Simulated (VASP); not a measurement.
# Pd (Fm-3m) in VASP: a series of runs

Runs on Pd. Level: BLYP. Tasks: relaxation of cell and atoms, single point.

Everything below comes from runs of VASP 6.6.1. Logs are shortened: lines on timing, memory, paths and dates and some standing lists are left out, and cuts for length are marked.

## 1. The cell of the first run

The structure is cubic, space group Fm-3m (No. 225). Conventional cell: a = 3.890 Å, b = 3.890 Å, c = 3.890 Å, α = 90.00°, β = 90.00°, γ = 90.00°. Pd (site symmetry m-3m) has 12 Pd at 2.75 Å within 3.6 Å.

## 2. Relaxation of cell and atoms, BLYP, collinear spin, ferromagnetic start

File INCAR:

```
SYSTEM = Pd
AGGAC    = 1.0          
AGGAX    = 1.0          
ALDAC    = 0.0          
ALDAX    = 1.0          
ALGO     = Normal         ! electronic algorithm
EDIFF    = 1E-6           ! SCF threshold, eV
EDIFFG   = -0.01          ! ionic threshold
ENCUT    = 600            ! plane-wave cutoff, eV
GGA      = B5             ! functional
IBRION   = 2              ! ionic algorithm
ISIF     = 3              ! what is computed and relaxed
ISMEAR   = -1             ! smearing method
ISPIN    = 2              ! spin polarisation
LASPH    = .True.         ! aspherical terms in the spheres
LCHARG   = .False.        ! write CHGCAR
LMAXMIX  = 4              ! l up to which the mixer works
LORBIT   = 11             ! projections on sites
LREAL    = .False.        ! projectors in reciprocal space
LWAVE    = .False.        ! write WAVECAR
MAGMOM   = 0.5            ! initial moments
NELM     = 150            ! most SCF steps
NSW      = 80             ! ionic steps
PREC     = Accurate       ! precision mode
SIGMA    = 0.05           ! smearing width, eV
```

File KPOINTS:

```
k-points
0
Gamma
  14 14 14
  0 0 0
```

File POSCAR:

```
Pd
1.0
    0.0000000000      1.9449000000      1.9449000000
    1.9449000000      0.0000000000      1.9449000000
    1.9449000000      1.9449000000      0.0000000000
Pd
1
Direct
    0.0000000000      0.0000000000      0.0000000000
```

Potentials or basis: VASP PAW PBE potentials, release 64 (Pd).

Run with:

```console
> cat potpaw_PBE.64/Pd/POTCAR > POTCAR
> mpirun -np 1 vasp_std > vasp.out
```

OUTCAR:

```text
SYSTEM = Pd
   EDIFF = 1E-6
   EDIFFG = -0.01
   ENCUT = 600
   GGA = B5
   IBRION = 2
   ISIF = 3
   ISMEAR = -1
   ISPIN = 2
   LASPH = .True.
   LORBIT = 11
   LREAL = .False.
   NELM = 150
   NSW = 80
   PREC = Accurate

 ion  position               nearest neighbor table
   1  0.000  0.000  0.000-

  LATTYP: Found a face centered cubic cell.
 ALAT       =     3.8898000000

  Lattice vectors:

 A1 = (   0.0000000000,   1.9449000000,   1.9449000000)
 A2 = (   1.9449000000,   0.0000000000,   1.9449000000)
 A3 = (   1.9449000000,   1.9449000000,   0.0000000000)

Analysis of symmetry for initial positions (statically):
=====================================================================
 Subroutine PRICEL returns:
 Original cell was already a primitive cell.

 Routine SETGRP: Setting up the symmetry group for a
 face centered cubic supercell.

 Subroutine GETGRP returns: Found 48 space group operations
 (whereof 48 operations were pure point group operations)
 out of a pool of 48 trial point group operations.

The static configuration has the point symmetry O_h .

Analysis of symmetry for dynamics (positions and initial velocities):
=====================================================================
 Subroutine PRICEL returns:
 Original cell was already a primitive cell.

 Routine SETGRP: Setting up the symmetry group for a
 face centered cubic supercell.

 Subroutine GETGRP returns: Found 48 space group operations
 (whereof 48 operations were pure point group operations)
 out of a pool of 48 trial point group operations.

The dynamic configuration has the point symmetry O_h .

Analysis of structural, dynamic, and magnetic symmetry:
=====================================================================
 Subroutine PRICEL returns:
 Original cell was already a primitive cell.

 Routine SETGRP: Setting up the symmetry group for a
 face centered cubic supercell.

 Subroutine GETGRP returns: Found 48 space group operations
 (whereof 48 operations were pure point group operations)
 out of a pool of 48 trial point group operations.

The overall configuration has the point symmetry O_h .

 Subroutine INISYM returns: Found 48 space group operations
 (whereof 48 operations are pure point group operations),
 and found     1 'primitive' translations

----------------------------------------------------------------------------------------

                                     Primitive cell

  volume of cell :      14.7137

  direct lattice vectors                    reciprocal lattice vectors
     0.000000000  1.944900000  1.944900000    -0.257082626  0.257082626  0.257082626
     1.944900000  0.000000000  1.944900000     0.257082626 -0.257082626  0.257082626
     1.944900000  1.944900000  0.000000000     0.257082626  0.257082626 -0.257082626

  length of vectors
     2.750503957  2.750503957  2.750503957     0.445280171  0.445280171  0.445280171

  position of ions in fractional coordinates (direct lattice)
     0.000000000  0.000000000  0.000000000

  ion indices of the primitive-cell ions
   primitive index   ion index
                 1           1

----------------------------------------------------------------------------------------

 KPOINTS: k-points

Automatic generation of k-mesh.
 Grid dimensions read from file:
 generate k-points for:   14   14   14

 Generating k-lattice:

  Cartesian coordinates                     Fractional coordinates (reciprocal lattice)
    -0.018363045  0.018363045  0.018363045     0.071428571  0.000000000  0.000000000
     0.018363045 -0.018363045  0.018363045     0.000000000  0.071428571  0.000000000
     0.018363045  0.018363045 -0.018363045     0.000000000  0.000000000  0.071428571

  Length of vectors
     0.031805726  0.031805726  0.031805726

  Shift w.r.t. Gamma in fractional coordinates (k-lattice)
     0.000000000  0.000000000  0.000000000

 Subroutine IBZKPT returns following result:
 ===========================================

 Found    104 irreducible k-points:

 Following reciprocal coordinates:
            Coordinates               Weight
  0.000000  0.000000  0.000000      1.000000
  0.071429  0.000000  0.000000      8.000000
  0.142857  0.000000  0.000000      8.000000
  0.214286  0.000000  0.000000      8.000000
  0.285714  0.000000  0.000000      8.000000
  0.357143  0.000000  0.000000      8.000000
[... 16 lines left out ...]
  0.214286  0.142857  0.000000     24.000000
  0.285714  0.142857  0.000000     24.000000
 [... further k-points ...]
   k-points           NKPTS =    104   k-points in BZ     NKDIM =    104   number of bands    NBANDS=      9
   number of dos      NEDOS =    301   number of ions     NIONS =      1
   total plane-waves  NPLWV =  13824
   dimension x,y,z NGX =    24 NGY =   24 NGZ =   24
   dimension x,y,z NGXF=    48 NGYF=   48 NGZF=   48
   ions per type =               1
   NGX,Y,Z   is equivalent  to a cutoff of  14.51, 14.51, 14.51 a.u.
   NGXF,Y,Z  is equivalent  to a cutoff of  29.01, 29.01, 29.01 a.u.
 SYSTEM =  Pd
   PREC   = accura    normal or accurate (medium, high low for compatibility)
   ISTART =      0    job   : 0-new  1-cont  2-samecut
   ICHARG =      2    charge: 1-file 2-atom 10-const
   ISPIN  =      2    spin polarized calculation?
   LNONCOLLINEAR =      F non collinear calculations
   LSORBIT =      F    spin-orbit coupling
   LASPH  =      T    aspherical Exc in radial PAW
   ENCUT  =  600.0 eV  44.10 Ry    6.64 a.u.   5.49  5.49  5.49*2*pi/ulx,y,z
   NELM   =    150;   NELMIN=  2; NELMDL= -5     # of ELM steps
   EDIFF  = 0.1E-05   stopping-criterion for ELM
   LREAL  =      F    real-space projection
   EDIFFG = -.1E-01   stopping-criterion for IOM
   NSW    =     80    number of steps for IOM
   IBRION =      2    ionic relax: 0-MD 1-quasi-New 2-CG
   NFREE  =      1    steps in history (QN), initial steepest desc. (CG)
   ISIF   =      3    stress and relaxation
   ISYM   =      2    0-nonsym 1-usesym 2-fastsym
   POTIM  = 0.5000    time-step for ionic-motion
   TEBEG  =    0.0;   TEEND  =   0.0 temperature during run
   PSTRESS=    0.0 pullay stress
   NELECT =      10.0000    total number of electrons
   NUPDOWN=      -1.0000    fix difference up-down
   EMIN   =  10.00;   EMAX   =-10.00  energy-range for DOS
   EFERMI =   0.00;   METHOD = LEGACY
   ISMEAR =    -1;   SIGMA  =   0.05  broadening in eV -4-tet -1-fermi 0-gaus
   EFERMI_NEDOS =   21; number of points for ismear=-14 and -15
   IALGO  =     38    algorithm
   IMIX   =      4    mixing-type and parameters
     AMIX     =   0.40;   BMIX     =  1.00
     AMIX_MAG =   1.60;   BMIX_MAG =  1.00
  volume/ion in A,a.u.               =      14.71        99.29
  Fermi-wavevector in a.u.,A,eV,Ry     =   1.439354  2.719984 28.187725  2.071739
  Thomas-Fermi vector in A             =   2.558219
   LORBIT       =     11    0 simple, 1 ext, 2 COOP (PROOUT), +10 PAW based schemes
   GGA     = B5    functional components
   LHFCALC =     F    Hartree Fock is set to
   AEXX    =    0.0000 exact exchange contribution
   IVDW    =     0    specifies the selected vdW correction
   LEPSILON=     F    determine dielectric tensor
   LRPA    =     F    only Hartree local field effects (RPA)
 conjugate gradient relaxation of ions
 spin polarized calculation
  energy-cutoff  :      600.00
  volume of cell :       14.71
 maximum number of plane-waves:       531
 NGX is ok and might be reduce to    24
   NGX = 11   NGY = 11   NGZ = 11

--------------------------------------- Ionic step        1  -------------------------------------------

 number of electron      10.0000000 magnetization       0.5000000

 number of electron       9.9999999 magnetization       0.2718698

 Free energy of the ion-electron system (eV)
  ---------------------------------------------------
  ext. energy  EPLUGINS =         0.00000000
  ---------------------------------------------------
  free energy    TOTEN  =        -4.29202923 eV

  energy without entropy =       -4.27300650  energy(sigma->0) =       -4.28251786

 E-fermi :  10.3655     XC(G=0): -12.5597

 val. band max:       10.3591983823   @ k =   0.5000   0.2857   0.0714
 cond. band min:      10.3665640967   @ k =  -0.4286   0.1429   0.0714
 fundamental gap:      0.0073657144
 Fermi energy:        10.3654629602

 spin component 1

 k-point     1 :       0.0000    0.0000    0.0000
  band No.  band energies     occupation
      1       3.3332      1.00000
      2       7.3842      1.00000
      3       7.3842      1.00000
      4       7.3842      1.00000
      5       9.0056      1.00000
      6       9.0056      1.00000
      7      27.8434      0.00000
      8      32.4582      0.00000
      9      32.4582      0.00000

 k-point     2 :       0.0714    0.0000    0.0000
  band No.  band energies     occupation
      1       3.5188      1.00000
      2       7.3228      1.00000
      3       7.4481      1.00000
      4       7.4481      1.00000
      5       8.9763      1.00000
      6       8.9763      1.00000
      7      28.0359      0.00000
      8      31.3478      0.00000
      9      32.6717      0.00000
[... 648 lines left out ...]
 POSITION                                       TOTAL-FORCE (eV/Angst)
 -----------------------------------------------------------------------------------
      0.00000      0.00000      0.00000        -0.000000      0.000000     -0.000000
 -----------------------------------------------------------------------------------
    total drift:                               -0.000000      0.000000      0.000000

  FREE ENERGIE OF THE ION-ELECTRON SYSTEM (eV)
  ---------------------------------------------------
  free  energy   TOTEN  =        -4.3845974561 eV

  energy  without entropy=       -4.3669742376  energy(sigma->0) =       -4.37578585

--------------------------------------- Ionic step        4  -------------------------------------------

 number of electron      10.0000001 magnetization      -0.3886590

 Free energy of the ion-electron system (eV)
  ---------------------------------------------------
  ext. energy  EPLUGINS =         0.00000000
  ---------------------------------------------------
  free energy    TOTEN  =        -4.38466583 eV

  energy without entropy =       -4.36705525  energy(sigma->0) =       -4.37586054

 E-fermi :   8.6098     XC(G=0): -11.9060

 val. band max:        8.6030976274   @ k =  -0.3571   0.3571   0.0714
 cond. band min:       8.6175201822   @ k =   0.4286   0.0714   0.0000
 fundamental gap:      0.0144225548
 Fermi energy:         8.6098339418

 spin component 1

 k-point     1 :       0.0000    0.0000    0.0000
  band No.  band energies     occupation
      1       2.3897      1.00000
      2       6.3207      1.00000
      3       6.3207      1.00000
      4       6.3207      1.00000
      5       7.6302      1.00000
      6       7.6302      1.00000
      7      25.9825      0.00000
      8      29.9548      0.00000
      9      29.9548      0.00000

 k-point     2 :       0.0714    0.0000    0.0000
  band No.  band energies     occupation
      1       2.5586      1.00000
      2       6.2689      1.00000
      3       6.3754      1.00000
      4       6.3754      1.00000
      5       7.6066      1.00000
      6       7.6066      1.00000
      7      26.1146      0.00000
      8      28.8496      0.00000
      9      30.1111      0.00000
[... 578 lines left out ...]
 POSITION                                       TOTAL-FORCE (eV/Angst)
 -----------------------------------------------------------------------------------
      0.00000      0.00000      0.00000         0.000000      0.000000     -0.000000
 -----------------------------------------------------------------------------------
    total drift:                               -0.000000      0.000000      0.000000

  FREE ENERGIE OF THE ION-ELECTRON SYSTEM (eV)
  ---------------------------------------------------
  free  energy   TOTEN  =        -4.3846658322 eV

  energy  without entropy=       -4.3670552465  energy(sigma->0) =       -4.37586054

 reached required accuracy - stopping structural energy minimisation

 total charge

# of ion       s       p       d       tot
------------------------------------------
    1        0.430   0.360   8.491   9.281

 magnetization (x)

# of ion       s       p       d       tot
------------------------------------------
    1       -0.000   0.005  -0.393  -0.389
```

Run time: 82 s. Hardware: 1 thread of Intel Xeon Platinum 8559C (Emerald Rapids), shared host; peak memory 0.18 GiB.

What came out:

| Quantity | Value |
| --- | --- |
| Free energy | -4.3847 eV |
| Relaxed volume | 16.43 Å³/atom |
| Relaxed cell | a = 2.853 Å, b = 2.853 Å, c = 2.853 Å, α = 60.00°, β = 60.00°, γ = 60.00° |
| Space group after relaxing (to 0.05 Å) | Fm-3m (No. 225) |
| Energy gained by relaxing | 92.6 meV/atom |
| Ionic steps | 4 |
| Pressure after relaxing | -0.1 GPa |
| Net moment | -0.39 μB per cell |
| Site moments | Pd -0.39 μB |
| Valence electrons inside the program's atomic spheres | Pd 9.28 |

The path:
| step | energy change (eV) | largest force (eV/Å) | pressure (GPa) | volume (Å³) |
| --- | --- | --- | --- | --- |
| 1 | 0.0000 | 0.0000 | 19.65 | 14.71 |
| 2 | 0.0209 | 0.0000 | -12.50 | 18.90 |
| 3 | -0.0926 | 0.0000 | -0.43 | 16.47 |
| 4 | -0.0926 | 0.0000 | -0.09 | 16.43 |

Final structure:
```cif
data_structure
_symmetry_space_group_name_H-M 'P 1'
_symmetry_Int_Tables_number 1
_cell_length_a 2.8533
_cell_length_b 2.8533
_cell_length_c 2.8533
_cell_angle_alpha 60.000
_cell_angle_beta 60.000
_cell_angle_gamma 60.000
_cell_volume 16.43
loop_
_atom_site_label
_atom_site_type_symbol
_atom_site_fract_x
_atom_site_fract_y
_atom_site_fract_z
_atom_site_occupancy
Pd1 Pd 0.00000 0.00000 0.00000 1
```

Caveat: the PAW data sets were made with another functional, which shifts forces and pressure a little; the volume moved by +12 % from the deposited cell, more than functionals usually miss.

## 3. Single point, BLYP, collinear spin, ferromagnetic start

This run uses another cell than the first one, of 16.38 Å³/atom, 1.114 times its volume.

File INCAR:

```
AGGAC    = 1.0          
AGGAX    = 1.0          
ALDAC    = 0.0          
ALDAX    = 1.0          
ALGO     = Normal         # electronic algorithm
EDIFF    = 1E-6           # SCF threshold, eV
ENCUT    = 520            # plane-wave cutoff, eV
GGA      = B5             # functional
ISIF     = 2              # what is computed and relaxed
ISMEAR   = -1             # smearing method
ISPIN    = 2              # spin polarisation
LASPH    = True           # aspherical terms in the spheres
LCHARG   = True           # write CHGCAR
LELF     = True           # ELF
LMAXMIX  = 4              # l up to which the mixer works
LORBIT   = 11             # projections on sites
LREAL    = False          # projectors in reciprocal space
LVHAR    = True         
LWAVE    = False          # write WAVECAR
MAGMOM   = 0.398          # initial moments
NBANDS   = 15             # bands
NELM     = 150            # most SCF steps
PREC     = Accurate       # precision mode
SIGMA    = 0.05           # smearing width, eV
```

File KPOINTS:

```
k-points
0
Gamma
  22 22 22
```

File POSCAR:

```
Pd
1.0
    0.0000000000      2.0158808852      2.0158808852
    2.0158808852      0.0000000000      2.0158808852
    2.0158808852      2.0158808852      0.0000000000
Pd
1
Direct
    0.0000000000      0.0000000000      0.0000000000
```

Potentials or basis: VASP PAW PBE potentials, release 64 (Pd).

Run with:

```console
> cat potpaw_PBE.64/Pd/POTCAR > POTCAR
> mpirun -np 1 vasp_std > vasp.out
```

It took 79 s on 1 thread of Intel Xeon Platinum 8375C at 2.90GHz (Ice Lake), shared host; peak memory 0.24 GiB.

It converged, with:

```yaml
Free_energy: -4.3898 eV
Pressure: 0.1 GPa
Net_moment: 0.28 μB per cell
Site_moments: Pd +0.28 μB
Valence_electrons_inside_the_program's_atomic_spheres: Pd 9.29
```

Levels at points of the mesh, in eV from the Fermi level:
Spin up:
```csv
k point,band 3,band 4,band 5,band 6,band 7,band 8
"(0.00, 0.00, 0.00)",-2.54,-2.54,-1.17,-1.17,17.38,21.36
"(0.50, 0.00, 0.00)",-2.55,-0.17,-0.17,1.45,6.46,16.75
"(0.50, 0.50, 0.00)",-0.18,0.09,0.09,3.50,9.72,12.66
```
Spin down:
| k point | band 3 | band 4 | band 5 | band 6 | band 7 | band 8 |
| --- | --- | --- | --- | --- | --- | --- |
| (0.00, 0.00, 0.00) | -2.33 | -2.33 | -1.00 | -1.00 | 17.38 | 21.37 |
| (0.50, 0.00, 0.00) | -2.38 | 0.05 | 0.05 | 1.46 | 6.59 | 16.75 |
| (0.50, 0.50, 0.00) | -0.01 | 0.34 | 0.34 | 3.52 | 9.81 | 12.69 |

Caveat: the PAW data sets were made with another functional, which shifts forces and pressure a little.

## 4. Single point, BLYP, collinear spin, ferromagnetic start

This run uses another cell than the first one, of 16.38 Å³/atom, 1.114 times its volume.

File INCAR:

```
AGGAC = 1.0
AGGAX = 1.0
ALDAC = 0.0
ALDAX = 1.0
ALGO = Normal
EDIFF = 1E-6
ENCUT = 500
GGA = B5
GGA_COMPAT = F
ISIF = 2
ISMEAR = -1
ISPIN = 2
LASPH = T
LCHARG = F
LMAXMIX = 4
LORBIT = 11
LREAL = F
LWAVE = F
MAGMOM = 0.294
NBANDS = 15
NELM = 200
PREC = Accurate
SIGMA = 0.1
```

File KPOINTS:

```
k-points
0
Gamma
  7 7 7
```

File POSCAR:

```
Pd
1.0
    0.0000000000      2.0158808850      2.0158808850
    2.0158808850      0.0000000000      2.0158808850
    2.0158808850      2.0158808850      0.0000000000
Pd
1
Direct
    0.0000000000      0.0000000000      0.0000000000
```

Run with:

```console
> cat potpaw_PBE.64/Pd/POTCAR > POTCAR
> mpirun -np 1 vasp_std > vasp.out
```

It took 21 s on 1 thread of Intel Xeon 6975P-C, shared host; peak memory 0.15 GiB.

Results (log left out):

```
Free energy                                           : -4.4393 eV
Pressure                                              : 0.4 GPa
Band gap on the k mesh                                : zero (filled and empty bands overlap)
Net moment                                            : 0.00 μB per cell
Valence electrons inside the program's atomic spheres : Pd 9.29
```

Levels at points of the mesh, in eV from the Fermi level:
Spin up:
```tsv
k point	band 1	band 2	band 3	band 4	band 5	band 6	band 7	band 8	band 9	band 10
(0.00, 0.00, 0.00)	-6.29	-2.46	-2.46	-2.46	-1.11	-1.11	17.33	21.32	21.32	21.32
```
Spin down:
| k point | band 2 | band 3 | band 4 | band 5 | band 6 | band 7 | band 8 | band 9 |
| --- | --- | --- | --- | --- | --- | --- | --- | --- |
| (0.00, 0.00, 0.00) | -2.46 | -2.46 | -2.46 | -1.11 | -1.11 | 17.33 | 21.32 | 21.32 |

Caveat: the k points lie up to 0.39 Å⁻¹ apart; the PAW data sets were made with another functional, which shifts forces and pressure a little.

## 5. Summary

| task | cell | k mesh | cutoff (eV) | smearing | gap on the mesh (eV) | pressure (GPa) | moment (μB) |
| --- | --- | --- | --- | --- | --- | --- | --- |
| relaxation of cell and atoms | relaxed from a = 2.751 Å, angles 60.0°, 1 atom | 14 × 14 × 14 | 600 | fermi-dirac 0.05 eV | none | -0.1 | 0.39 |
| single point | a = 2.851 Å, angles 60.0°, 1 atom | 22 × 22 × 22 | 520 | fermi-dirac 0.05 eV | none | 0.1 | 0.28 |
| single point | a = 2.851 Å, angles 60.0°, 1 atom | 7 × 7 × 7 | 500 | fermi-dirac 0.1 eV | none | 0.4 | 0.00 |

Alike in all rows: level BLYP; potentials or basis VASP PAW PBE potentials, release 64 (Pd); spin collinear, ferromagnetic start.

Caveats: some runs use coarse meshes; the PAW data sets were made with another functional, which shifts forces and pressure a little; the volume moved by +12 % from the deposited cell, more than functionals usually miss (some runs).

Total energies depend on the potentials used, so only differences within one code and one set of settings carry meaning.
